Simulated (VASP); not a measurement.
# Mg (P6_3/mmc) in VASP: further runs, part 2 of 2

VASP 6.6.1. The steps go on from the part before.

## 4. Relaxation of shape and atoms at fixed volume, PBE (volume scaled by 0.920)

INCAR

```
SYSTEM = Mg
PREC = Accurate ; ENCUT = 600
EDIFF = 1E-6 ; ISMEAR = 0
SIGMA = 0.05 ; LREAL = .False.
LASPH = .True. ; NELM = 100
ALGO = Fast ; ISIF = 4
LWAVE = .False. ; LCHARG = .False.
GGA = PE ; IBRION = 2
NSW = 60 ; EDIFFG = -0.01
```

KPOINTS

```
Automatic mesh
0
Gamma
  16 16 10
  0 0 0
```

POSCAR

```
Mg
1.0
    3.1097825212      0.0000000000      0.0000000000
   -1.5548912606      2.6931506636      0.0000000000
    0.0000000000      0.0000000000      5.0417552196
Mg
2
Direct
    0.3333333333      0.6666666667      0.2500000000
    0.6666666667      0.3333333333      0.7500000000
```

Potentials or basis: VASP PAW PBE potentials, release 64 (Mg).

Run with:

```sh
$ cat potpaw_PBE.64/Mg/POTCAR > POTCAR
$ mpirun -np 1 vasp_std > vasp.out
```

OUTCAR:

```text
SYSTEM = Mg
   PREC = Accurate
   ENCUT = 600
   EDIFF = 1E-6
   ISMEAR = 0
   LREAL = .False.
   LASPH = .True.
   NELM = 100
   ISIF = 4
   GGA = PE
   IBRION = 2
   NSW = 60
   EDIFFG = -0.01

 ion  position               nearest neighbor table
   1  0.333  0.667  0.250-   2 3.09   2 3.09   2 3.09   2 3.09   2 3.09   2 3.09
   2  0.667  0.333  0.750-   1 3.09   1 3.09   1 3.09   1 3.09   1 3.09   1 3.09

  LATTYP: Found a hexagonal cell.
 ALAT       =     3.1097825212
 C/A-ratio  =     1.6212565301

  Lattice vectors:

 A1 = (   3.1097825212,   0.0000000000,   0.0000000000)
 A2 = (  -1.5548912606,   2.6931506636,   0.0000000000)
 A3 = (   0.0000000000,   0.0000000000,   5.0417552196)

Analysis of symmetry for initial positions (statically):
=====================================================================
 Subroutine PRICEL returns:
 Original cell was already a primitive cell.

 Routine SETGRP: Setting up the symmetry group for a
 hexagonal supercell.

 Subroutine GETGRP returns: Found 24 space group operations
 (whereof 12 operations were pure point group operations)
 out of a pool of 24 trial point group operations.

The static configuration has the point symmetry D_3d.
 The point group associated with its full space group is D_6h.

Analysis of symmetry for dynamics (positions and initial velocities):
=====================================================================
 Subroutine PRICEL returns:
 Original cell was already a primitive cell.

 Routine SETGRP: Setting up the symmetry group for a
 hexagonal supercell.

 Subroutine GETGRP returns: Found 24 space group operations
 (whereof 12 operations were pure point group operations)
 out of a pool of 24 trial point group operations.

The dynamic configuration has the point symmetry D_3d.
 The point group associated with its full space group is D_6h.

 Subroutine INISYM returns: Found 24 space group operations
 (whereof 12 operations are pure point group operations),
 and found     1 'primitive' translations

----------------------------------------------------------------------------------------

                                     Primitive cell

  volume of cell :      42.2253

  direct lattice vectors                    reciprocal lattice vectors
     3.109782521  0.000000000  0.000000000     0.321565895  0.185656156  0.000000000
    -1.554891261  2.693150664  0.000000000     0.000000000  0.371312312  0.000000000
     0.000000000  0.000000000  5.041755220     0.000000000  0.000000000  0.198343624

  length of vectors
     3.109782521  3.109782521  5.041755220     0.371312312  0.371312312  0.198343624

  position of ions in fractional coordinates (direct lattice)
     0.333333333  0.666666667  0.250000000
     0.666666667  0.333333333  0.750000000

  ion indices of the primitive-cell ions
   primitive index   ion index
                 1           1
                 2           2

----------------------------------------------------------------------------------------

 KPOINTS: Automatic mesh

Automatic generation of k-mesh.
 Grid dimensions read from file:
 generate k-points for:   16   16   10

 Generating k-lattice:

  Cartesian coordinates                     Fractional coordinates (reciprocal lattice)
     0.020097868  0.011603510  0.000000000     0.062500000  0.000000000  0.000000000
     0.000000000  0.023207020  0.000000000     0.000000000  0.062500000  0.000000000
     0.000000000  0.000000000  0.019834362     0.000000000  0.000000000  0.100000000

  Length of vectors
     0.023207020  0.023207020  0.019834362

  Shift w.r.t. Gamma in fractional coordinates (k-lattice)
     0.000000000  0.000000000  0.000000000

 Subroutine IBZKPT returns following result:
 ===========================================

 Found    180 irreducible k-points:

 Following reciprocal coordinates:
            Coordinates               Weight
  0.000000  0.000000  0.000000      1.000000
  0.062500 -0.000000  0.000000      6.000000
  0.125000 -0.000000  0.000000      6.000000
  0.187500 -0.000000  0.000000      6.000000
  0.250000 -0.000000  0.000000      6.000000
  0.312500  0.000000  0.000000      6.000000
[... 16 lines left out ...]
  0.187500  0.187500  0.000000      6.000000
  0.250000  0.187500  0.000000     12.000000
 [... further k-points ...]
   k-points           NKPTS =    180   k-points in BZ     NKDIM =    180   number of bands    NBANDS=      6
   number of dos      NEDOS =    301   number of ions     NIONS =      2
   total plane-waves  NPLWV =  31360
   dimension x,y,z NGX =    28 NGY =   28 NGZ =   40
   dimension x,y,z NGXF=    56 NGYF=   56 NGZF=   80
   ions per type =               2
   NGX,Y,Z   is equivalent  to a cutoff of  14.97, 14.97, 13.19 a.u.
   NGXF,Y,Z  is equivalent  to a cutoff of  29.94, 29.94, 26.38 a.u.
 SYSTEM =  Mg
   PREC   = accura    normal or accurate (medium, high low for compatibility)
   ISTART =      0    job   : 0-new  1-cont  2-samecut
   ICHARG =      2    charge: 1-file 2-atom 10-const
   ISPIN  =      1    spin polarized calculation?
   LNONCOLLINEAR =      F non collinear calculations
   LSORBIT =      F    spin-orbit coupling
   LASPH  =      T    aspherical Exc in radial PAW
   ENCUT  =  600.0 eV  44.10 Ry    6.64 a.u.   6.21  6.21 10.07*2*pi/ulx,y,z
   NELM   =    100;   NELMIN=  2; NELMDL= -5     # of ELM steps
   EDIFF  = 0.1E-05   stopping-criterion for ELM
   LREAL  =      F    real-space projection
   EDIFFG = -.1E-01   stopping-criterion for IOM
   NSW    =     60    number of steps for IOM
   IBRION =      2    ionic relax: 0-MD 1-quasi-New 2-CG
   NFREE  =      1    steps in history (QN), initial steepest desc. (CG)
   ISIF   =      4    stress and relaxation
   ISYM   =      2    0-nonsym 1-usesym 2-fastsym
   POTIM  = 0.5000    time-step for ionic-motion
   TEBEG  =    0.0;   TEEND  =   0.0 temperature during run
   PSTRESS=    0.0 pullay stress
   NELECT =       4.0000    total number of electrons
   NUPDOWN=      -1.0000    fix difference up-down
   EMIN   =  10.00;   EMAX   =-10.00  energy-range for DOS
   EFERMI =   0.00;   METHOD = LEGACY
   ISMEAR =     0;   SIGMA  =   0.05  broadening in eV -4-tet -1-fermi 0-gaus
   EFERMI_NEDOS =   21; number of points for ismear=-14 and -15
   IALGO  =     68    algorithm
   IMIX   =      4    mixing-type and parameters
     AMIX     =   0.40;   BMIX     =  1.00
     AMIX_MAG =   1.60;   BMIX_MAG =  1.00
  volume/ion in A,a.u.               =      21.11       142.48
  Fermi-wavevector in a.u.,A,eV,Ry     =   0.746284  1.410272  7.577622  0.556940
  Thomas-Fermi vector in A             =   1.842069
   LORBIT       =      0    0 simple, 1 ext, 2 COOP (PROOUT), +10 PAW based schemes
   GGA     = PE    functional components
   LHFCALC =     F    Hartree Fock is set to
   AEXX    =    0.0000 exact exchange contribution
   IVDW    =     0    specifies the selected vdW correction
   LEPSILON=     F    determine dielectric tensor
   LRPA    =     F    only Hartree local field effects (RPA)
 conjugate gradient relaxation of ions
 non-spin polarized calculation
 RMM-DIIS sequential band-by-band and
 Gauss-broadening in eV      SIGMA  =   0.05
  energy-cutoff  :      600.00
  volume of cell :       42.23
 maximum number of plane-waves:      1436
 NGX is ok and might be reduce to    28
   NGX = 13   NGY = 13   NGZ = 21

 number of electron       4.0000000 magnetization

 Free energy of the ion-electron system (eV)
  ---------------------------------------------------
  ext. energy  EPLUGINS =         0.00000000
  ---------------------------------------------------
  free energy    TOTEN  =        -2.97170408 eV

  energy without entropy =       -2.97081419  energy(sigma->0) =       -2.97125914

 E-fermi :   3.1004     XC(G=0):  -8.7539

 val. band max:        3.0782673196   @ k =   0.1250  -0.0000   0.1000
 cond. band min:       3.1124278460   @ k =   0.3125   0.0000   0.0000
 fundamental gap:      0.0341605264
 Fermi energy:         3.1004276909

 k-point     1 :       0.0000    0.0000    0.0000
  band No.  band energies     occupation
      1      -4.2146      2.00000
      2       1.2699      2.00000
      3       1.8628      2.00000
      4      14.5028      0.00000
      5      14.5748      0.00000
      6      14.7893      0.00000
[... 199 lines left out ...]
 k-point    24 :       0.2500    0.1875    0.0000
  band No.  band energies     occupation
      1      -1.2564      2.00000
      2       3.9996      0.00000
      3       4.1269      0.00000
      4       5.2691      0.00000
      5       6.5825      0.00000
      6       9.9156      0.00000

 [... further k-points ...]

------------------------ aborting loop because EDIFF is reached ----------------------------------------

  FORCE on cell =-STRESS in cart. coord.  units (eV):
  Direction    XX          YY          ZZ          XY          YZ          ZX
  --------------------------------------------------------------------------------------
  -------------------------------------------------------------------------------------
  Total        0.9164218      0.9164218      0.8982800     -0.0000000      0.0000000      0.0000000
  in kB       34.7723130     34.7723130     34.0839476     -0.0000000      0.0000000      0.0000000
  external PRESSURE =      34.5428578 kB  Pullay stress =       0.0000000 kB

 VOLUME and BASIS-vectors are now :
 -----------------------------------------------------------------------------
  energy-cutoff  :      600.00
  volume of cell :       42.23
      direct lattice vectors                 reciprocal lattice vectors
     3.109782521  0.000000000  0.000000000     0.321565895  0.185656156  0.000000000
    -1.554891261  2.693150664  0.000000000     0.000000000  0.371312312  0.000000000
     0.000000000  0.000000000  5.041755220     0.000000000  0.000000000  0.198343624

 POSITION                                       TOTAL-FORCE (eV/Angst)
 -----------------------------------------------------------------------------------
     -0.00000      1.79543      1.26044        -0.000000      0.000000      0.000000
      1.55489      0.89772      3.78132         0.000000     -0.000000      0.000000
 -----------------------------------------------------------------------------------
    total drift:                                0.000000     -0.000000      0.000000

  FREE ENERGIE OF THE ION-ELECTRON SYSTEM (eV)
  ---------------------------------------------------
  free  energy   TOTEN  =        -2.9717040803 eV

  energy  without entropy=       -2.9708141918  energy(sigma->0) =       -2.97125914

 reached required accuracy - stopping structural energy minimisation
```

OSZICAR:

```text
N       E                     dE             d eps       ncg     rms          rms(c)
DAV:   1     0.599317755434E+00    0.59932E+00   -0.14501E+03  2160   0.539E+02
DAV:   2    -0.295883675508E+01   -0.35582E+01   -0.33775E+01  2904   0.327E+01
DAV:   3    -0.298608134000E+01   -0.27245E-01   -0.26270E-01  3084   0.362E+00
DAV:   4    -0.298620978845E+01   -0.12845E-03   -0.12830E-03  2922   0.170E-01
DAV:   5    -0.298621031420E+01   -0.52574E-06   -0.52577E-06  2994   0.934E-03    0.950E-01
RMM:   6    -0.297925870355E+01    0.69516E-02   -0.35500E-04  2160   0.255E-01    0.607E-01
RMM:   7    -0.297169494485E+01    0.75638E-02   -0.14221E-03  2160   0.469E-01    0.312E-02
RMM:   8    -0.297170427233E+01   -0.93275E-05   -0.70054E-05  2160   0.101E-01    0.724E-03
RMM:   9    -0.297170408033E+01    0.19199E-06   -0.65288E-06  2153   0.248E-02
   1 F= -.29717041E+01 E0= -.29712591E+01  d E =-.297170E+01
```

CONTCAR:

```text
Mg
   1.00000000000000
     3.1097825212000001    0.0000000000000000    0.0000000000000000
    -1.5548912606000000    2.6931506636000000    0.0000000000000000
     0.0000000000000000    0.0000000000000000    5.0417552195999997
  Mg
     2
Direct
     0.3333333332999970    0.6666666667000030    0.2500000000000000
     0.6666666667000030    0.3333333332999970    0.7500000000000000

  0.00000000E+00  0.00000000E+00  0.00000000E+00
  0.00000000E+00  0.00000000E+00  0.00000000E+00
```

Run time: 78 s. Hardware: 1 thread of AMD EPYC 7R13, shared host; peak memory 0.19 GiB.

Results:

```yaml
Free_energy: -2.9717 eV
Pressure_after_relaxing: 3.5 GPa
Band_gap_on_the_k_mesh: zero (band 2 reaches 4.10 eV, above the bottom of band 3 at 1.86 eV)
```

Final structure:
```cif
data_structure
_symmetry_space_group_name_H-M 'P 1'
_symmetry_Int_Tables_number 1
_cell_length_a 3.1098
_cell_length_b 3.1098
_cell_length_c 5.0418
_cell_angle_alpha 90.000
_cell_angle_beta 90.000
_cell_angle_gamma 120.000
_cell_volume 42.23
loop_
_atom_site_label
_atom_site_type_symbol
_atom_site_fract_x
_atom_site_fract_y
_atom_site_fract_z
_atom_site_occupancy
Mg1 Mg 0.33333 0.66667 0.25000 1
Mg2 Mg 0.66667 0.33333 0.75000 1
```

Levels at points of the mesh, in eV from the Fermi level:
```tsv
k point	band 1	band 2	band 3	band 4	band 5	band 6
(0.00, 0.00, 0.00)	-7.32	-1.83	-1.24	11.40	11.47	11.69
(0.50, 0.00, 0.00)	-2.31	-2.23	2.78	3.04	3.52	3.90
(0.00, 0.00, 0.50)	-5.84	-5.84	5.30	5.30	12.16	12.16
(0.50, 0.00, 0.50)	-1.21	-1.21	-0.44	-0.44	8.30	8.35
```

Caveat: the relaxation stopped at its first step, so nothing moved.

## 5. Summary

```tsv
cell	k mesh	gap on the mesh (eV)	pressure (GPa)
relaxed from a = 3.064, b = 3.064, c = 4.968 Å, angles 90.0, 90.0, 120.0°, 2 atoms	16 × 16 × 10	none	5.9
relaxed from a = 2.870, b = 2.870, c = 4.634 Å, angles 90.0, 90.0, 120.0°, 2 atoms	18 × 18 × 10	none	22.6
relaxed from a = 3.110, b = 3.110, c = 5.042 Å, angles 90.0, 90.0, 120.0°, 2 atoms	16 × 16 × 10	none	3.5
```

Alike in all rows: task relaxation of shape and atoms at fixed volume; level PBE; potentials or basis VASP PAW PBE potentials, release 64 (Mg); no spin polarisation; cutoff (eV) 600; smearing gaussian 0.05 eV.

Caveats: the relaxation stopped at its first step, so nothing moved (some runs).

Absolute energies hang on the potentials; compare differences alone.
